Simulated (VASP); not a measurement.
Runs of VASP 6.6.1 on BeTe. The structure is that of space group F-43m (No. 216), or close to it. The cells are those of the table. 

| level | cell | k mesh | smearing | grid for exact exchange (PRECFOCK) | share of exact exchange | screening parameter | gap on the mesh (eV) | pressure (GPa) |
| --- | --- | --- | --- | --- | --- | --- | --- | --- |
| HSE06 | a = 3.867 Å, angles 60.0°, 2 atoms | 6 × 6 × 6 | gaussian 0.01 eV | Normal | 0.25 | 0.2079 1/Å | (c) | 6.2 |
| r2SCAN | a = 4.000, b = 4.047, c = 4.047 Å, angles 59.2, 60.4, 60.4°, 2 atoms | 8 × 8 × 8 | gaussian 0.01 eV | - | - | - | (a) | -1.2 |
| HSE06 | a = 4.000, b = 4.047, c = 4.047 Å, angles 59.2, 60.4, 60.4°, 2 atoms | 6 × 6 × 6 | gaussian 0.01 eV | Normal | 0.25 | 0.2079 1/Å | 2.64 | -2.2 |
| PBE | a = 4.000, b = 4.047, c = 4.047 Å, angles 59.2, 60.4, 60.4°, 2 atoms | 8 × 8 × 8 | fermi-dirac 0.02 eV | - | - | - | (b) | -0.9 |
| r2SCAN | a = 3.867 Å, angles 60.0°, 2 atoms | 8 × 8 × 8 | gaussian 0.01 eV | - | - | - | 2.10 | 7.6 |

Alike in all rows: task single point; potentials or basis VASP PAW PBE potentials, release 64 (Be, Te); no spin polarisation; cutoff (eV) 520.

Question: Estimate the missing entries.

Answer: (a) 2.33; (b) 1.97; (c) 2.39.

Caveats: spin-orbit coupling is left out, which moves the levels of the heavy elements; the PAW data sets were made with another functional, which shifts forces and pressure a little (at least some runs); the cell stands under pressure (at least some runs).

A k mesh can miss the band edges, and the runs leave out spin-orbit coupling on Te.
